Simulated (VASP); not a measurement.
Write the native input for VASP 6.6.1 that does the following.

```
Task                   : single point
Functional             : r2SCAN
Potentials or basis    : VASP PAW PBE potentials, release 64 (Zr_sv, O)
Cutoff                 : 660 eV
k mesh                 : 8 × 8 × 6
Occupations            : gaussian, width 0.01 eV
Spin                   : non-collinear spin, zero start, spin-orbit coupling
Starting moments       : [[0.0, 0.0, 0.0], [0.0, 0.0, 0.0], [0.0, 0.0, 0.0], [0.0, 0.0, 0.0], [0.0, 0.0, 0.0], [0.0, 0.0, 0.0]] μB
Dipole correction      : no
Further INCAR settings : ALGO = Normal; EDIFF = 1e-06; NBANDS = 64
```

Crystal: ZrO2.

```xyz
6
Lattice="3.6370 0.0000 0.0000 0.0000 3.6370 0.0000 0.0000 0.0000 5.2794" Properties=species:S:1:pos:R:3 pbc="T T T"
Zr    0.0000    0.0000    0.0000
Zr    1.8185    1.8185    2.6397
O     0.0000    1.8185    1.6308
O     0.0000    1.8185    4.2705
O     1.8185    0.0000    3.6486
O     1.8185    0.0000    1.0089
```

This cell differs from its parent crystal: strain +1.0%.

One way to write it, as run:

POSCAR

```
ZrO2
1.0
    3.6370388245      0.0000000000      0.0000000000
    0.0000000000      3.6370388245      0.0000000000
    0.0000000000      0.0000000000      5.2794314126
Zr O
2 4
Direct
    0.0000000000      0.0000000000      0.0000000000
    0.5000000000      0.5000000000      0.5000000000
    0.0000000000      0.5000000000      0.3089007931
    0.0000000000      0.5000000000      0.8089007931
    0.5000000000      0.0000000000      0.6910992069
    0.5000000000      0.0000000000      0.1910992069
```

INCAR.step1

```
PREC = Accurate ; ENCUT = 660
ISMEAR = 0 ; SIGMA = 0.01
LREAL = F ; LASPH = T
NELM = 200 ; LNONCOLLINEAR = T
MAGMOM = 0 0 0 0 0 0 0 0 0 0 0 0 0 0 0 0 0 0 ; LSORBIT = T
GGA_COMPAT = F ; LMAXMIX = 4
NBANDS = 64 ; GGA = PE
ALGO = Normal ; EDIFF = 1E-5
LWAVE = T ; LCHARG = F
KPAR = 4
```

INCAR.step2

```
PREC = Accurate ; ENCUT = 660
EDIFF = 1E-6 ; ISMEAR = 0
SIGMA = 0.01 ; LREAL = F
LASPH = T ; NELM = 200
ALGO = Normal ; ISIF = 2
LWAVE = F ; LCHARG = T
LNONCOLLINEAR = T ; MAGMOM = 0 0 0 0 0 0 0 0 0 0 0 0 0 0 0 0 0 0
LORBIT = 11 ; LSORBIT = T
GGA_COMPAT = F ; LORBMOM = T
LMAXMIX = 4 ; METAGGA = R2SCAN
LMIXTAU = T ; LVHAR = T
NBANDS = 64 ; ISTART = 1
KPAR = 4
```

KPOINTS

```
Automatic mesh
0
Gamma
  8 8 6
```

Potentials or basis: VASP PAW PBE potentials, release 64 (Zr_sv, O).

The run is started by

```bash
$ cat potpaw_PBE.64/Zr_sv/POTCAR potpaw_PBE.64/O/POTCAR > POTCAR
$ cp INCAR.step1 INCAR
$ mpirun -np 4 vasp_ncl > vasp.out
$ cp INCAR.step2 INCAR
$ mpirun -np 4 vasp_ncl > vasp.out
```

It gave:

```yaml
Pressure: -5.3 GPa
Largest_force: 0.024 eV/Å
Net_moment: 0.00 μB per cell
Valence_electrons_inside_the_program's_atomic_spheres: Zr 9.51; O 5.12
```

Caveat: the cell differs from its parent crystal (strain +1.0%); the cell stands under tension; the PAW data sets were made with another functional, which shifts forces and pressure a little.

Run time: 14 min on 4 MPI ranks on Intel(R) Xeon(R) Platinum 8375C CPU @ 2.90GHz (Ice Lake), with other jobs on the host, peak memory 0.79 GiB a rank.
